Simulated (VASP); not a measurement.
Here is a VASP 6.6.1 calculation.

INCAR

```
PREC = Accurate ; ENCUT = 520
EDIFF = 1E-7 ; ISMEAR = 0
SIGMA = 0.1 ; LREAL = False
LASPH = True ; NELM = 150
ALGO = Normal ; ISIF = 2
LWAVE = False ; LCHARG = False
ISPIN = 2 ; MAGMOM = 1 0 0 0 0 0
LORBIT = 11 ; LMAXMIX = 4
GGA = PE ; NBANDS = 30
```

KPOINTS

```
regular mesh
0
Gamma
  4 4 6
```

Contents of POSCAR:

```
TiB2N3
1.0
    3.2274011381      0.0000000000      0.0000000000
    0.0000000000      3.2274011381      0.0000000000
    0.0000000000      0.0000000000      4.8255867120
Ti B N
1 2 3
Direct
    0.0000000000      0.0000000000      0.1129385973
    0.0000000000      0.0000000000      0.6494344014
    0.5000000000      0.5000000000      0.3217921167
    0.5000000000      0.0000000000      0.7584029285
    0.0000000000      0.5000000000      0.7584029285
    0.5000000000      0.5000000000      0.6401487376
```

Potentials or basis: VASP PAW PBE potentials, release 64 (Ti_sv, B, N).

Command:

```console
$ cat potpaw_PBE.64/Ti_sv/POTCAR potpaw_PBE.64/B/POTCAR potpaw_PBE.64/N/POTCAR > POTCAR
$ mpirun -np 1 vasp_std > vasp.out
```

(1) Predict the pressure.

(2) What does it give for the net moment?

Answers

(1) -0.1 GPa.

(2) 0.00 μB per cell.

Caveat: the k points lie up to 0.49 Å⁻¹ apart.
